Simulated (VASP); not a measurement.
Write the native input for VASP 6.6.1 that does the following.

* Task: relaxation of cell and atoms
* Functional: PBE
* Potentials or basis: VASP PAW PBE potentials, release 64 (Al, Pt)
* Cutoff: 600 eV
* k mesh: 11 × 11 × 11
* Occupations: fermi-dirac, width 0.05 eV
* Spin: no spin polarisation
* Dipole correction: no
* Further INCAR settings: ALGO = Normal; EDIFF = 1e-06; IBRION = 2; EDIFFG = -0.005; NSW = 70; ISIF = 3

The structure of Al2Pt lies in POSCAR:

```
Al2Pt
1.0
    0.0000000000      2.9550000000      2.9550000000
    2.9550000000      0.0000000000      2.9550000000
    2.9550000000      2.9550000000      0.0000000000
Al Pt
2 1
Direct
    0.2500000000      0.2500000000      0.2500000000
    0.7500000000      0.7500000000      0.7500000000
    0.0000000000      0.0000000000      0.0000000000
```

These files were run (other wordings do the same):

INCAR

```
SYSTEM = Al2Pt
  PREC = Accurate
  ENCUT = 600
  EDIFF = 1E-6
  ISMEAR = -1
  SIGMA = 0.05
  LREAL = .FALSE.
  LASPH = .TRUE.
  NELM = 60
  ALGO = Normal
  ISIF = 3
  LWAVE = .FALSE.
  LCHARG = .FALSE.
  GGA = PE
  IBRION = 2
  NSW = 70
  EDIFFG = -0.005
```

KPOINTS

```
regular mesh
0
G
  11 11 11
  0 0 0
```

Potentials or basis: VASP PAW PBE potentials, release 64 (Al, Pt).

The run is started by

```sh
$ cat potpaw_PBE.64/Al/POTCAR potpaw_PBE.64/Pt/POTCAR > POTCAR
$ mpirun -np 1 vasp_std > vasp.out
```

It gave:

The relaxed volume is 17.51 Å³/atom. The relaxed cell is a = 4.204 Å, b = 4.204 Å, c = 4.204 Å, α = 60.00°, β = 60.00°, γ = 60.00°. The space group after relaxing (to 0.1 Å) is Fm-3m (No. 225) and the energy gained by relaxing is 2.2 meV/atom. The ionic steps are 3, the pressure after relaxing is 0.0 GPa and the band gap on the k mesh is zero (bands 8 and 9 overlap by 5.28 eV).

Caveat: spin-orbit coupling is left out, which moves the levels of the heavy elements.

Wall time 37 s on 1 thread of Intel(R) Xeon(R) 6975P-C (Granite Rapids), on a shared host, peak memory 0.23 GiB.
